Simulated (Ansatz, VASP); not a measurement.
**One calculation of Ba3SbP, two programs**

INCAR

```
ALGO = Normal
EDIFF = 1E-6
ENCUT = 500
GGA = PE
GGA_COMPAT = False
ISIF = 2
ISMEAR = -1
LASPH = True
LCHARG = True
LELF = True
LREAL = False
LVHAR = True
LWAVE = False
NBANDS = 33
NELM = 120
PREC = Accurate
SIGMA = 0.05
```

The input KPOINTS:

```
k-points
0
Gamma
  5 5 5
```

File POSCAR:

```
Ba3SbP
1.0
    6.1131770000      0.0000000000      0.0000000000
    0.0000000000      6.1131770000      0.0000000000
    0.0000000000      0.0000000000      6.1131770000
Ba Sb P
3 1 1
Direct
    0.5000000000      0.5000000000      0.0000000000
    0.5000000000      0.0000000000      0.5000000000
    0.0000000000      0.5000000000      0.5000000000
    0.0000000000      0.0000000000      0.0000000000
    0.5000000000      0.5000000000      0.5000000000
```

File input.yaml:

```yaml
crystal:
  lattice:
    - [6.113177, 0.0, 0.0]
    - [0.0, 6.113177, 0.0]
    - [0.0, 0.0, 6.113177]
  atoms:
    - { symbol: Ba, position: [0.5, 0.5, 0.0] }
    - { symbol: Ba, position: [0.5, 0.0, 0.5] }
    - { symbol: Ba, position: [0.0, 0.5, 0.5] }
    - { symbol: Sb, position: [0.0, 0.0, 0.0] }
    - { symbol: P, position: [0.5, 0.5, 0.5] }
hamiltonian:
  xc: pbe
  pseudopotentials: { kind: paw }
kpoints:
  mp_grid: { grid: [5, 5, 5] }
scf:
  occupations: { method: fermi_dirac, width: 0.05 }
output:
  forces: true
  stress: true
  eigenvalues: true
  write_density: true
  write_potential: true
  elf: true
  volumetric_format: npy
```

Alike in both runs: task single point; functional PBE; k mesh 5 × 5 × 5; occupations fermi-dirac, width 0.05 eV; no spin polarisation.

```csv
,VASP,Ansatz
version,VASP 6.6.1,Ansatz 0.2.0
potentials or method,"VASP PAW PBE potentials, release 64 (Ba_sv, Sb_d_GW, P)",Ansatz PAW
plane-wave cutoff (eV),500,420
valence electrons in the cell,50,50
```

|  | VASP | Ansatz | Ansatz less VASP |
| --- | --- | --- | --- |
| gap on the k mesh at the Fermi level (eV) | 0.29 | 0.39 | +0.101 |
| least direct gap on the mesh (eV) | 0.29 | 0.39 | +0.101 |
| pressure (GPa) | -0.1 | -0.5 | -0.39 |

Neither program's run includes spin-orbit coupling. Noted on Ansatz's run: odd divisions of the mesh miss points on the zone boundary, where band edges often lie, so the gap on the mesh can be too wide.
